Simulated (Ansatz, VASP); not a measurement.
**Cu: VASP beside Ansatz**

```
Cu
1.0
     1.21930   -3.97759    0.00000
     1.21930    3.97759    0.00000
     0.00000    0.00000    2.47709
Cu
2
Direct
  0.13384 0.86616 0.25000
  0.86616 0.13384 0.75000
```

Alike in both runs: task single point; functional r2SCAN; k mesh 14 × 14 × 14; occupations gaussian, width 0.15 eV; no spin polarisation.

```csv
,VASP,Ansatz
version,VASP 6.6.1,Ansatz 0.2.0
potentials or method,"VASP PAW PBE potentials, release 64 (Cu), cutoff 520 eV","scalar-relativistic, plane waves, PAW"
valence electrons in the cell,22,38
```

|  | VASP | Ansatz | Ansatz less VASP |
| --- | --- | --- | --- |
| gap on the k mesh at the Fermi level (eV) | none | none | - |
| pressure (GPa) | 0.8 | 0.0 | -0.74 |
| traceless stress, the component that is largest in VASP (GPa) | -0.33 | -0.33 | -0.006 |
| rms of the force components (eV/Å) | 0.004 | 0.002 | -0.0016 |

VASP's potentials were made for PBE, not for r2SCAN. Atom by atom the forces differ by 0.006 eV/Å (rms over components). A gap of «none» marks a metal or a gap that the smearing closes. The functional is the same, so the differences come from potentials, cutoffs and numerics. VASP's potentials hold 22 valence electrons a cell and Ansatz's 38, so a difference there can come from the potentials and not from the codes.
